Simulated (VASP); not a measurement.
Here is a VASP 6.6.1 calculation.

File INCAR:

```
ALGO     = Normal         # electronic algorithm
EDIFF    = 1E-8           # SCF threshold, eV
ENCUT    = 520            # plane-wave cutoff, eV
GGA      = PE             # functional
ISIF     = 2              # what is computed and relaxed
ISMEAR   = -1             # smearing method
LASPH    = T              # aspherical terms in the spheres
LCHARG   = F              # write CHGCAR
LEFG     = T            
LREAL    = F              # projectors in reciprocal space
LWAVE    = F              # write WAVECAR
NBANDS   = 11             # bands
NELM     = 80             # most SCF steps
PREC     = Accurate       # precision mode
SIGMA    = 0.03           # smearing width, eV
```

File KPOINTS:

```
k-points
0
Gamma
  9 9 9
```

The input POSCAR:

```
NaH
1.0
    0.0000000000      2.4721089453      2.4721089453
    2.4721089453      0.0000000000      2.4721089453
    2.4721089453      2.4721089453      0.0000000000
Na H
1 1
Direct
    0.0000000000      0.0000000000      0.0000000000
    0.5000000000      0.5000000000      0.5000000000
```

Potentials or basis: VASP PAW PBE potentials, release 64 (Na_pv, H).

Command:

```console
$ cat potpaw_PBE.64/Na_pv/POTCAR potpaw_PBE.64/H/POTCAR > POTCAR
$ mpirun -np 1 vasp_std > vasp.out
```

Problem. What does it give for the pressure?

Solution. -1.4 GPa.

Problem. What does it give for the band gap on the k mesh?

Solution. 3.94 eV (least direct gap 4.61 eV).

Caveat: an odd mesh through Γ misses points on the zone boundary, where band edges can lie.
